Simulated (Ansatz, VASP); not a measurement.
**Two plane-wave programs on Hf**

File INCAR:

```
SYSTEM = Hf
PREC = Accurate
ENCUT = 500
EDIFF = 1E-7
ISMEAR = 0
SIGMA = 0.1
LREAL = .False.
LASPH = .True.
NELM = 120
ALGO = Normal
ISIF = 3
LWAVE = .False.
LCHARG = .False.
GGA = PS
IVDW = 12
IBRION = 2
NSW = 100
EDIFFG = -0.002
GGA_COMPAT = .False.
NELMIN = 4
```

File KPOINTS:

```
Automatic mesh
0
Gamma
  15 15 8
  0 0 0
```

POSCAR

```
Hf
1.0
    3.1700000000      0.0000000000      0.0000000000
   -1.5850000000      2.7453005000      0.0000000000
    0.0000000000      0.0000000000      5.0000000000
Hf
2
Direct
    0.3333333000      0.6666667000      0.2500000000
    0.6666667000      0.3333333000      0.7500000000
```

Input for Ansatz:

```yaml
crystal:
  lattice:
    - [3.17, 0.0, 0.0]
    - [-1.585, 2.7453005, 0.0]
    - [0.0, 0.0, 5.0]
  atoms:
    - { symbol: Hf, position: [0.3333333, 0.6666667, 0.25] }
    - { symbol: Hf, position: [0.6666667, 0.3333333, 0.75] }
basis:
  ecutwfc: 420
kpoints:
  mp_grid: { grid: [15, 15, 8] }
hamiltonian:
  xc: pbesol
  dispersion: d3bj
  pseudopotentials: { kind: paw, azcp: { folder: soft_1 } }
scf:
  occupations: { method: gaussian, width: 0.1 }
output:
  forces: true
  stress: true
  eigenvalues: true
  write_density: true
  write_potential: true
  elf: true
  volumetric_format: npy
relax:
  adjacent_minimum: "off"
  f_tol: 0.002
  max_steps: 80
  cell: { stress_tol: 0.02 }
```

Alike in both runs: task relaxation of cell and atoms; functional PBEsol; dispersion D3(BJ); k mesh 15 × 15 × 8; occupations gaussian, width 0.1 eV; no spin polarisation.

```csv
,VASP,Ansatz
version,VASP 6.6.1,Ansatz 0.2.0
potentials or method,"VASP PAW PBE potentials, release 64 (Hf_pv), cutoff 500 eV","scalar-relativistic, plane waves, PAW"
valence electrons in the cell,20,52
```

|  | VASP | Ansatz | Ansatz less VASP |
| --- | --- | --- | --- |
| gap on the k mesh at the Fermi level, each at its own relaxed structure (eV) | none | none | - |
| relaxed volume (Å³/atom) | 20.79 | 20.86 | +0.065 |
| relaxed cell length with the largest relative difference (Å) | 4.934 | 4.941 | +0.0077 |

VASP's potentials were made for PBE, not for PBEsol, and Ansatz warns of the same on its side. A gap of «none» marks a metal or a gap that the smearing closes. VASP's potentials hold 20 valence electrons a cell and Ansatz's 52, so a difference there can come from the potentials and not from the codes.

Neither program's run includes spin-orbit coupling.
